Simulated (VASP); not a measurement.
CsLiCr2Te2S3: single point with PBE

The system is CsLiCr2Te2S3.

```xyz
9
Lattice="3.4533 -5.1043 0.0993 3.6088 5.2095 0.0880 -2.8119 -0.0530 7.4710" Properties=species:S:1:pos:R:3 pbc="T T T"
Cs    0.5893    0.2184   -0.0196
Li    2.4473    0.1006    4.4039
Cr    0.4551    2.1814    4.3796
Cr    0.0923   -2.0841    4.0493
Te    3.8319    1.1819    2.2422
Te    5.0482   -1.7369    2.4004
S     2.0509   -2.0842    5.3671
S     2.2366    2.2588    5.7054
S     0.1381    0.1686    3.6793
```

```yaml
Program: VASP 6.6.1
Task: single point
Functional: PBE
Potentials_or_basis: VASP PAW PBE potentials, release 64 (Cs_sv, Li_sv, Cr_pv, Te, S)
Cutoff: 520 eV
k_mesh: 4 × 4 × 4
Occupations: gaussian, width 0.2 eV
Spin: collinear spin
Starting_moments: "[0.0, 0.0, 2.22, 2.22, -0.15, -0.15, 0.0, 0.0, 0.0] μB"
```

The largest force is 0.018 eV/Å, the net moment is 5.50 μB per cell and the site moments are Cs +0.00; Li +0.00; Cr +2.53, +2.91; Te -0.03, -0.09; S -0.07, -0.09, -0.11 μB. The valence electrons inside the program's atomic spheres are Cs 6.56; Li 2.07; Cr 10.81, 10.64; Te 3.37, 3.36; S 3.74, 3.73, 3.75.

Forces on the atoms (eV/Å):
```
Cs   0.003 -0.006 -0.013
Li  -0.009 -0.005  0.000
Cr   0.013  0.013  0.001
Cr   0.004  0.002 -0.001
Te  -0.003 -0.008 -0.010
Te   0.000  0.007 -0.001
S   -0.003  0.013  0.008
S   -0.001 -0.009  0.012
S   -0.003 -0.009  0.003
```

Levels at points of the mesh, in eV from the Fermi level:
Spin up:
```
           k point  band 34  band 35  band 36  band 37  band 38  band 39
(0.00, 0.00, 0.00)    -0.82    -0.64    -0.25     0.51     0.76     1.09
(0.50, 0.00, 0.00)    -0.82    -0.52    -0.08     0.08     0.45     0.54
(0.00, 0.50, 0.00)    -0.59    -0.44     0.16     0.35     0.52     0.72
(0.50, 0.50, 0.00)    -0.69    -0.37    -0.11     0.02     0.60     0.65
(0.00, 0.00, 0.50)    -0.87    -0.62    -0.25     0.49     0.59     1.03
(0.50, 0.00, 0.50)    -0.77    -0.46    -0.25     0.12     0.49     0.55
(0.00, 0.50, 0.50)    -0.59    -0.44     0.11     0.38     0.50     0.63
(0.50, 0.50, 0.50)    -0.67    -0.36    -0.10     0.03     0.42     0.48
```
Spin down:
| k point | band 28 | band 29 | band 30 | band 31 | band 32 | band 33 |
| --- | --- | --- | --- | --- | --- | --- |
| (0.00, 0.00, 0.00) | -1.63 | -1.52 | -1.25 | 0.51 | 0.87 | 0.96 |
| (0.50, 0.00, 0.00) | -1.85 | -1.78 | -0.83 | -0.72 | 0.79 | 0.97 |
| (0.00, 0.50, 0.00) | -1.84 | -1.23 | -1.14 | 0.60 | 0.74 | 1.00 |
| (0.50, 0.50, 0.00) | -1.81 | -1.44 | -0.85 | -0.62 | 0.78 | 1.14 |
| (0.00, 0.00, 0.50) | -1.65 | -1.47 | -1.27 | 0.55 | 0.84 | 0.94 |
| (0.50, 0.00, 0.50) | -1.91 | -1.66 | -0.85 | -0.73 | 0.80 | 1.01 |
| (0.00, 0.50, 0.50) | -1.82 | -1.23 | -1.19 | 0.60 | 0.73 | 0.98 |
| (0.50, 0.50, 0.50) | -2.05 | -1.47 | -0.84 | -0.60 | 0.80 | 1.10 |

Wall time 4.5 min on 4 MPI ranks on AMD EPYC 9R45 96-Core Processor (Zen 5), on a shared host, peak memory 0.95 GiB a rank.

Caveat: spin-orbit coupling is left out, which moves the levels of the heavy elements. With open d or f shells a metallic result of PBE can be an artefact of self-interaction; +U or a hybrid may open a gap.
